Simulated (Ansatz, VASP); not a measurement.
LiF in VASP and in Ansatz

```
Li F
1.0
     0.00000    2.14461    2.14461
     2.10944    0.00000    2.14461
     2.10944    2.14461    0.00000
Li F
1 1
Direct
  0.00000 0.00000 0.00000
  0.25000 0.25000 0.25000
```

Change from the starting cell: uniaxial_x strain -1.6%.

Alike in both runs: task single point; functional PBE; k mesh 10 × 10 × 10; occupations fermi-dirac, width 0.02 eV; no spin polarisation.

|  | VASP | Ansatz |
| --- | --- | --- |
| version | VASP 6.6.1 | Ansatz 0.2.0 |
| potentials or method | VASP PAW PBE potentials, release 64 (Li_sv, F) | plane waves, PAW |
| plane-wave cutoff (eV) | 520 | 420 |
| valence electrons in the cell | 10 | 10 |

Ansatz gave:

```
gap on the k mesh at the Fermi level (eV) : 8.00
```

**Question.** What did VASP give for the same quantities?

**Answer.** gap on the k mesh at the Fermi level (eV): 7.99.

The functional is the same, so the differences come from potentials, cutoffs and numerics.

Noted on VASP's run: the cutoff is short for stress, so the pressure is rough.
